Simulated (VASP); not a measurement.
# Na (C2/m) in VASP: single point with PBE+D3(BJ)

Aim: the single point of Na with PBE+D3(BJ).

All numbers are computed with VASP 6.6.1; they aren't measurements. Logs are shortened: lines on timing, memory, paths and dates and some standing lists are left out, and cuts for length are marked.

### 1 The cell of the first run

It takes space group C2/m (No. 12, monoclinic). Conventional cell: a = 6.265 Å, b = 3.662 Å, c = 9.208 Å, α = 90.00°, β = 104.89°, γ = 90.00°. Within 4.7 Å of Na (site symmetry 2/m) lie 12 Na at 3.61 to 3.70 Å. Within 4.7 Å of Na (site symmetry m) lie 12 Na at 3.61 to 3.70 Å.

### 2 Single point, PBE+D3(BJ)

Contents of INCAR:

```
SYSTEM = Na
PREC = Accurate
ENCUT = 520
EDIFF = 1E-7
ISMEAR = 0
SIGMA = 0.1
LREAL = .False.
LASPH = .True.
NELM = 100
ALGO = Fast
ISIF = 2
LWAVE = .False.
LCHARG = .False.
GGA = PE
IVDW = 12
NBANDS = 18
```

Contents of KPOINTS:

```
regular mesh
0
Gamma
  14 14 6
  0 0 0
```

Contents of POSCAR:

```
Na
1.0
    3.1319948652     -1.8309692593     -0.0407895493
    3.1319948652      1.8309692593     -0.0407895493
   -2.2499665087      0.0000000000      8.9287762219
Na
3
Direct
    0.0000000000      0.0000000000      0.0000000000
    0.2267315367      0.2267315367      0.6666652939
    0.7732684633      0.7732684633      0.3333347061
```

Potentials or basis: VASP PAW PBE potentials, release 64 (Na_pv).

Started as:

```
$ cat potpaw_PBE.64/Na_pv/POTCAR > POTCAR
$ mpirun -np 1 vasp_std > vasp.out
```

OUTCAR:

```text
SYSTEM = Na
   PREC = Accurate
   ENCUT = 520
   EDIFF = 1E-7
   ISMEAR = 0
   LREAL = .False.
   LASPH = .True.
   NELM = 100
   ISIF = 2
   GGA = PE
   IVDW = 12
 IVDW          = 12

 ion  position               nearest neighbor table
   1  0.000  0.000  0.000-
   2  0.227  0.227  0.667-
   3  0.773  0.773  0.333-

  LATTYP: Found a base centered monoclinic cell.
 ALAT       =     6.2645209308
 B/A-ratio  =     0.5845520446
 C/A-ratio  =     1.4698487826
 COS(beta)  =    -0.2569587218

  Lattice vectors:

 A1 = (   3.1319948652,  -1.8309692593,  -0.0407895493)
 A2 = (   3.1319948652,   1.8309692593,  -0.0407895493)
 A3 = (  -2.2499665087,   0.0000000000,   8.9287762219)

Analysis of symmetry for initial positions (statically):
=====================================================================
 Subroutine PRICEL returns:
 Original cell was already a primitive cell.

 Routine SETGRP: Setting up the symmetry group for a
 base centered monoclinic supercell.

 Subroutine GETGRP returns: Found  4 space group operations
 (whereof  4 operations were pure point group operations)
 out of a pool of  4 trial point group operations.

The static configuration has the point symmetry C_2h.

Analysis of symmetry for dynamics (positions and initial velocities):
=====================================================================
 Subroutine PRICEL returns:
 Original cell was already a primitive cell.

 Routine SETGRP: Setting up the symmetry group for a
 base centered monoclinic supercell.

 Subroutine GETGRP returns: Found  4 space group operations
 (whereof  4 operations were pure point group operations)
 out of a pool of  4 trial point group operations.

The dynamic configuration has the point symmetry C_2h.

 Subroutine INISYM returns: Found  4 space group operations
 (whereof  4 operations are pure point group operations),
 and found     1 'primitive' translations

----------------------------------------------------------------------------------------

                                     Primitive cell

  volume of cell :     102.0696

  direct lattice vectors                    reciprocal lattice vectors
     3.131994865 -1.830969259 -0.040789549     0.160168303 -0.273079407  0.040360886
     3.131994865  1.830969259 -0.040789549     0.160168303  0.273079407  0.040360886
    -2.249966509  0.000000000  8.928776222     0.001463402  0.000000000  0.112366194

  length of vectors
     3.628154359  3.628154359  9.207898463     0.319147692  0.319147692  0.112375723

  position of ions in fractional coordinates (direct lattice)
     0.000000000  0.000000000  0.000000000
     0.226731537  0.226731537  0.666665294
     0.773268463  0.773268463  0.333334706

  ion indices of the primitive-cell ions
   primitive index   ion index
                 1           1
                 2           2
                 3           3

----------------------------------------------------------------------------------------

 KPOINTS: regular mesh

Automatic generation of k-mesh.
 Grid dimensions read from file:
 generate k-points for:   14   14    6

 Generating k-lattice:

  Cartesian coordinates                     Fractional coordinates (reciprocal lattice)
     0.011440593 -0.019505672  0.002882920     0.071428571 -0.000000000  0.000000000
     0.011440593  0.019505672  0.002882920    -0.000000000  0.071428571  0.000000000
     0.000243900  0.000000000  0.018727699     0.000000000  0.000000000  0.166666667

  Length of vectors
     0.022796264  0.022796264  0.018729287

  Shift w.r.t. Gamma in fractional coordinates (k-lattice)
     0.000000000  0.000000000  0.000000000

 Subroutine IBZKPT returns following result:
 ===========================================

 Found    324 irreducible k-points:

 Following reciprocal coordinates:
            Coordinates               Weight
  0.000000  0.000000  0.000000      1.000000
  0.071429 -0.000000  0.000000      4.000000
  0.142857 -0.000000  0.000000      4.000000
  0.214286 -0.000000  0.000000      4.000000
  0.285714 -0.000000  0.000000      4.000000
  0.357143 -0.000000  0.000000      4.000000
[... 16 lines left out ...]
  0.214286  0.142857  0.000000      4.000000
  0.285714  0.142857  0.000000      4.000000
 [... further k-points ...]
   k-points           NKPTS =    324   k-points in BZ     NKDIM =    324   number of bands    NBANDS=     18
   number of dos      NEDOS =    301   number of ions     NIONS =      3
   total plane-waves  NPLWV =  54880
   dimension x,y,z NGX =    28 NGY =   28 NGZ =   70
   dimension x,y,z NGXF=    56 NGYF=   56 NGZF=  140
   ions per type =               3
   NGX,Y,Z   is equivalent  to a cutoff of  12.83, 12.83, 12.64 a.u.
   NGXF,Y,Z  is equivalent  to a cutoff of  25.66, 25.66, 25.28 a.u.
 SYSTEM =  Na
   PREC   = accura    normal or accurate (medium, high low for compatibility)
   ISTART =      0    job   : 0-new  1-cont  2-samecut
   ICHARG =      2    charge: 1-file 2-atom 10-const
   ISPIN  =      1    spin polarized calculation?
   LNONCOLLINEAR =      F non collinear calculations
   LSORBIT =      F    spin-orbit coupling
   LASPH  =      T    aspherical Exc in radial PAW
   ENCUT  =  520.0 eV  38.22 Ry    6.18 a.u.   6.75  6.75 17.12*2*pi/ulx,y,z
   NELM   =    100;   NELMIN=  2; NELMDL= -5     # of ELM steps
   EDIFF  = 0.1E-06   stopping-criterion for ELM
   LREAL  =      F    real-space projection
   EDIFFG = 0.1E-05   stopping-criterion for IOM
   NSW    =      0    number of steps for IOM
   IBRION =     -1    ionic relax: 0-MD 1-quasi-New 2-CG
   NFREE  =      0    steps in history (QN), initial steepest desc. (CG)
   ISIF   =      2    stress and relaxation
   ISYM   =      2    0-nonsym 1-usesym 2-fastsym
   POTIM  = 0.5000    time-step for ionic-motion
   TEBEG  =    0.0;   TEEND  =   0.0 temperature during run
   PSTRESS=    0.0 pullay stress
   NELECT =      21.0000    total number of electrons
   NUPDOWN=      -1.0000    fix difference up-down
   EMIN   =  10.00;   EMAX   =-10.00  energy-range for DOS
   EFERMI =   0.00;   METHOD = LEGACY
   ISMEAR =     0;   SIGMA  =   0.10  broadening in eV -4-tet -1-fermi 0-gaus
   EFERMI_NEDOS =   21; number of points for ismear=-14 and -15
   IALGO  =     68    algorithm
   IMIX   =      4    mixing-type and parameters
     AMIX     =   0.40;   BMIX     =  1.00
     AMIX_MAG =   1.60;   BMIX_MAG =  1.00
  volume/ion in A,a.u.               =      34.02       229.60
  Fermi-wavevector in a.u.,A,eV,Ry     =   0.966457  1.826339 12.708369  0.934039
  Thomas-Fermi vector in A             =   2.096260
   LORBIT       =      0    0 simple, 1 ext, 2 COOP (PROOUT), +10 PAW based schemes
   GGA     = PE    functional components
   LHFCALC =     F    Hartree Fock is set to
   AEXX    =    0.0000 exact exchange contribution
   IVDW    =    12    specifies the selected vdW correction
   LEPSILON=     F    determine dielectric tensor
   LRPA    =     F    only Hartree local field effects (RPA)
 non-spin polarized calculation
 RMM-DIIS sequential band-by-band and
 Gauss-broadening in eV      SIGMA  =   0.10
  energy-cutoff  :      520.00
  volume of cell :      102.07
 maximum number of plane-waves:      2769
   NGX = 13   NGY = 13   NGZ = 35

 number of electron      21.0000004 magnetization

 Free energy of the ion-electron system (eV)
  ---------------------------------------------------
  ext. energy  EPLUGINS =         0.00000000
  ---------------------------------------------------
  free energy    TOTEN  =        -3.91977794 eV

  energy without entropy =       -3.91420446  energy(sigma->0) =       -3.91699120

 E-fermi :   0.5890     XC(G=0):  -6.7296

 val. band max:        0.5872323593   @ k =  -0.0714   0.4286   0.1667
 cond. band min:       0.5892019085   @ k =   0.5000   0.0714   0.5000
 fundamental gap:      0.0019695493
 Fermi energy:         0.5890119709

 k-point     1 :       0.0000    0.0000    0.0000
  band No.  band energies     occupation
      1     -24.2845      2.00000
      2     -24.2843      2.00000
      3     -24.2546      2.00000
      4     -24.2533      2.00000
      5     -24.2530      2.00000
      6     -24.2521      2.00000
[... 10 lines left out ...]
     17      11.3336      0.00000
     18      11.5154      0.00000

 k-point     2 :       0.0714   -0.0000    0.0000
  band No.  band energies     occupation
      1     -24.2854      2.00000
      2     -24.2827      2.00000
      3     -24.2559      2.00000
      4     -24.2547      2.00000
      5     -24.2536      2.00000
      6     -24.2527      2.00000
[... 10 lines left out ...]
     17      10.6696      0.00000
     18      11.0513      0.00000

 k-point     3 :       0.1429   -0.0000    0.0000
  band No.  band energies     occupation
      1     -24.2857      2.00000
      2     -24.2811      2.00000
      3     -24.2600      2.00000
      4     -24.2583      2.00000
      5     -24.2555      2.00000
      6     -24.2550      2.00000
[... 10 lines left out ...]
     17      10.0233      0.00000
     18      10.0545      0.00000

 k-point     4 :       0.2143   -0.0000    0.0000
  band No.  band energies     occupation
      1     -24.2855      2.00000
      2     -24.2808      2.00000
      3     -24.2662      2.00000
      4     -24.2631      2.00000
      5     -24.2617      2.00000
      6     -24.2570      2.00000
[... 375 lines left out ...]
      4     -24.2581      2.00000
      5     -24.2570      2.00000
      6     -24.2554      2.00000
[... 10 lines left out ...]
     17       9.7388      0.00000
     18       9.9811      0.00000

 k-point    23 :       0.2143    0.1429    0.0000
  band No.  band energies     occupation
      1     -24.2877      2.00000
      2     -24.2773      2.00000
      3     -24.2626      2.00000
      4     -24.2617      2.00000
      5     -24.2610      2.00000
      6     -24.2571      2.00000
[... 10 lines left out ...]
     17       8.2757      0.00000
     18       9.3530      0.00000

 k-point    24 :       0.2857    0.1429    0.0000
  band No.  band energies     occupation
      1     -24.2870      2.00000
      2     -24.2787      2.00000
      3     -24.2688      2.00000
      4     -24.2672      2.00000
      5     -24.2632      2.00000
      6     -24.2584      2.00000
[... 10 lines left out ...]
     17       7.2355      0.00000
     18       8.2105      0.00000

 [... further k-points ...]

------------------------ aborting loop because EDIFF is reached ----------------------------------------

 Edisp (eV)   -0.50142

 E8    (eV) :    -0.2438

  FORCE on cell =-STRESS in cart. coord.  units (eV):
  Direction    XX          YY          ZZ          XY          YZ          ZX
  --------------------------------------------------------------------------------------
  -------------------------------------------------------------------------------------
  Total      -0.02061    -0.01097    -0.00916     0.00000     0.00000    -0.00029
  in kB      -0.32357    -0.17223    -0.14382     0.00000     0.00000    -0.00457
  external pressure =       -0.21 kB  Pullay stress =        0.00 kB

 VOLUME and BASIS-vectors are now :
 -----------------------------------------------------------------------------
  energy-cutoff  :      520.00
  volume of cell :      102.07
      direct lattice vectors                 reciprocal lattice vectors
     3.131994865 -1.830969259 -0.040789549     0.160168303 -0.273079407  0.040360886
     3.131994865  1.830969259 -0.040789549     0.160168303  0.273079407  0.040360886
    -2.249966509  0.000000000  8.928776222     0.001463402  0.000000000  0.112366194

 POSITION                                       TOTAL-FORCE (eV/Angst)
 -----------------------------------------------------------------------------------
      0.00000      0.00000      0.00000        -0.000000     -0.000000      0.000000
     -0.07973      0.00000      5.93401        -0.000115      0.000000      0.000038
      4.09375      0.00000      2.91319         0.000115      0.000000     -0.000038
 -----------------------------------------------------------------------------------
    total drift:                                0.000000      0.000000      0.000000

  FREE ENERGIE OF THE ION-ELECTRON SYSTEM (eV)
  ---------------------------------------------------
  free  energy   TOTEN  =        -4.4212028961 eV

  energy  without entropy=       -4.4156294168  energy(sigma->0) =       -4.41841616
```

Wall time 3.7 min (1 thread of Intel Xeon 6975P-C (Granite Rapids), shared host); peak memory 0.52 GiB.

What came out:

| Item | Value |
| --- | --- |
| Free energy | -4.4212 eV |
| Pressure | 0.0 GPa |
| Band gap on the k mesh | zero (an odd number of electrons rules out a gap without spin polarisation) |
| Dispersion energy per atom | -0.167 eV |
